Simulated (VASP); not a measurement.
Wanted: the native input for a VASP 6.6.1 run.

| Property | Result |
| --- | --- |
| Task | relaxation of cell and atoms |
| Functional | PBE |
| Potentials or basis | VASP PAW PBE potentials, release 64 (Al, Ga_d, P) |
| Cutoff | 600 eV |
| k mesh | 12 × 12 × 4 |
| Occupations | gaussian, width 0.1 eV |
| Spin | no spin polarisation |
| Dipole correction | no |
| Further INCAR settings | ALGO = Normal; EDIFF = 1e-06; IBRION = 2; EDIFFG = -0.01; NSW = 100; ISIF = 3 |

The structure of Al2GaP2 lies in POSCAR:

```
Al2GaP2
1.0
    3.3614115600      0.0000000000      0.0000000000
    0.0000000000      3.3614115600      0.0000000000
    0.0000000000      0.0000000000      9.6561720998
Al Ga P
2 1 2
Direct
    0.5000000000      0.5000000000      0.7563526149
    0.5000000000      0.5000000000      0.2436473851
    0.0000000000      0.0000000000      0.5000000000
    0.5000000000      0.5000000000      0.5000000000
    0.5000000000      0.5000000000      0.0000000000
```

The cell was built from a structure type or drawn by symmetry, and may not be a known phase.

The input as run:

INCAR

```
SYSTEM = Al2GaP2
PREC = Accurate ; ENCUT = 600
EDIFF = 1E-6 ; ISMEAR = 0
SIGMA = 0.1 ; LREAL = .False.
LASPH = .True. ; NELM = 80
ALGO = Normal ; ISIF = 3
LWAVE = .False. ; LCHARG = .False.
GGA = PE ; IBRION = 2
NSW = 100 ; EDIFFG = -0.01
```

KPOINTS

```
Automatic mesh
0
Gamma
  12 12 4
  0 0 0
```

Potentials or basis: VASP PAW PBE potentials, release 64 (Al, Ga_d, P).

Run with:

```console
$ cat potpaw_PBE.64/Al/POTCAR potpaw_PBE.64/Ga_d/POTCAR potpaw_PBE.64/P/POTCAR > POTCAR
$ mpirun -np 1 vasp_std > vasp.out
```

Results of the run:

| Quantity | Value |
| --- | --- |
| Relaxed volume | 21.73 Å³/atom |
| Relaxed cell | a = 3.361 Å, b = 3.361 Å, c = 9.619 Å, α = 90.00°, β = 90.00°, γ = 90.00° |
| Space group after relaxing (to 0.1 Å) | P4/mmm (No. 123) |
| Energy gained by relaxing | 0.3 meV/atom |
| Ionic steps | 7 |
| Pressure after relaxing | 0.0 GPa |
| Largest force after relaxing | 0.005 eV/Å |
| Band gap on the k mesh | zero (an odd number of electrons rules out a gap without spin polarisation) |

Wall time 14 min on 1 thread of Intel Xeon 8259CL (shared host), peak memory 0.4 GiB.
